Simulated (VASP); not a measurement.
Here is a VASP 6.6.1 calculation.

The input POSCAR:

```
NaF
1.0
    0.0000000000      2.5312613597      2.5312613597
    2.5312613597      0.0000000000      2.5312613597
    2.5312613597      2.5312613597      0.0000000000
Na F
1 1
Direct
    0.0000000000      0.0000000000      0.0000000000
    0.2500000000      0.2500000000      0.2500000000
```

Contents of INCAR.step1:

```
PREC     = Accurate       # precision mode
ENCUT    = 520            # plane-wave cutoff, eV
EDIFF    = 1E-5           # SCF threshold, eV
ISMEAR   = 0              # smearing method
SIGMA    = 0.01           # smearing width, eV
LREAL    = False          # projectors in reciprocal space
LASPH    = True           # aspherical terms in the spheres
NELM     = 100            # most SCF steps
ALGO     = Normal         # electronic algorithm
ISIF     = 2              # what is computed and relaxed
LWAVE    = True           # write WAVECAR
LCHARG   = False          # write CHGCAR
GGA      = PE             # functional
NBANDS   = 14             # bands
```

The input INCAR.step2:

```
PREC     = Accurate       # precision mode
ENCUT    = 520            # plane-wave cutoff, eV
EDIFF    = 1E-6           # SCF threshold, eV
ISMEAR   = 0              # smearing method
SIGMA    = 0.01           # smearing width, eV
LREAL    = False          # projectors in reciprocal space
LASPH    = True           # aspherical terms in the spheres
NELM     = 100            # most SCF steps
ALGO     = Normal         # electronic algorithm
ISIF     = 2              # what is computed and relaxed
LWAVE    = False          # write WAVECAR
LCHARG   = False          # write CHGCAR
GGA      = PE             # functional
LHFCALC  = True           # exact exchange
AEXX     = 0.75           # exact-exchange fraction
HFSCREEN = 0.3            # screening, 1/A
PRECFOCK = Normal       
ISTART   = 1            
NBANDS   = 14             # bands
```

The input KPOINTS:

```
Automatic mesh
0
Gamma
  4 4 4
```

Potentials or basis: VASP PAW PBE potentials, release 64 (Na_pv, F).

The run is started by

```sh
$ cat potpaw_PBE.64/Na_pv/POTCAR potpaw_PBE.64/F/POTCAR > POTCAR
$ cp INCAR.step1 INCAR
$ mpirun -np 1 vasp_std > vasp.out
$ cp INCAR.step2 INCAR
$ mpirun -np 1 vasp_std > vasp.out
```

(1) Estimate the pressure.

(2) Estimate the band gap on the k mesh.

Answers

(1) -1.0 GPa.

(2) 11.07 eV.

Caveat: the k points lie up to 0.54 Å⁻¹ apart; the structure was generated, so it needn't be the stable form of NaF; the PAW data sets were made with another functional, which shifts forces and pressure a little.
